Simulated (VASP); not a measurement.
Sb, 1 atom in the cell. It takes space group Im-3m (No. 229, cubic). The conventional cell has a = 3.743 Å, b = 3.743 Å, c = 3.743 Å, α = 90.00°, β = 90.00°, γ = 90.00°. Sb (site symmetry m-3m) has 14 Sb at 3.24 to 3.74 Å within 4.3 Å. This isn't the form of Sb at room conditions, which is rhombohedral.

- Program: VASP 6.6.1
- Task: single point
- Functional: PBE-based screened hybrid with 25 % exact exchange
- Potentials or basis: VASP PAW PBE potentials, release 64 (Sb)
- Cutoff: 520 eV
- k mesh: 5 × 5 × 5
- Occupations: fermi-dirac, width 0.05 eV
- Spin: no spin polarisation
- Dipole correction: no
- Grid for exact exchange (PRECFOCK): Normal
- Share of exact exchange: 0.25
- Further INCAR settings: ALGO = Normal; EDIFF = 1e-06; NBANDS = 8
- Screening parameter: 0.3 1/Å

Potentials or basis: VASP PAW PBE potentials, release 64 (Sb).

Launch:

```console
$ cat potpaw_PBE.64/Sb/POTCAR > POTCAR
$ cp INCAR.step1 INCAR
$ mpirun -np 1 vasp_std > vasp.out
$ cp INCAR.step2 INCAR
$ mpirun -np 1 vasp_std > vasp.out
```

Hardware: 1 thread of Intel Xeon 8259CL, with other jobs on the host.

**Question.** How long does it take, and how much memory?

**Answer.** It took 3.7 min on 1 thread of Intel Xeon 8259CL (shared host), peak memory 0.24 GiB. Counts: k points 10.
